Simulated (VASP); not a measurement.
PbS, 2 atoms in the cell. The structure is trigonal, space group R-3m (No. 166). Conventional cell: a = 4.235 Å, b = 4.235 Å, c = 10.066 Å, α = 90.00°, β = 90.00°, γ = 120.00°. Within 3.9 Å of Pb (site symmetry -3m) lie 6 S at 2.97 Å. Within 3.9 Å of S (site symmetry -3m) lie 6 Pb at 2.97 Å.  This cell differs from its parent crystal: equal xy, yz and zx shear strains of -2 %.

* Program: VASP 6.6.1
* Task: electric field gradients
* Functional: LDA
* Potentials or basis: VASP PAW LDA potentials, release 64 (Pb_d, S)
* Cutoff: 520 eV
* k mesh: 8 × 8 × 8
* Occupations: fermi-dirac, width 0.01 eV
* Spin: no spin polarisation
* Dipole correction: no
* Further INCAR settings: ALGO = Normal; EDIFF = 1e-08; NBANDS = 17

Potentials or basis: VASP PAW LDA potentials, release 64 (Pb_d, S).

Run with:

```bash
$ cat potpaw_LDA.64/Pb_d/POTCAR potpaw_LDA.64/S/POTCAR > POTCAR
$ mpirun -np 1 vasp_std > vasp.out
```

Hardware: 1 thread of Intel Xeon 8259CL, with other jobs on the host.

How long does it take, and how much memory?

It took 44 s on 1 thread of Intel Xeon 8259CL, on a shared host, peak memory 0.19 GiB. Counts: scf iterations 14, k points 65.
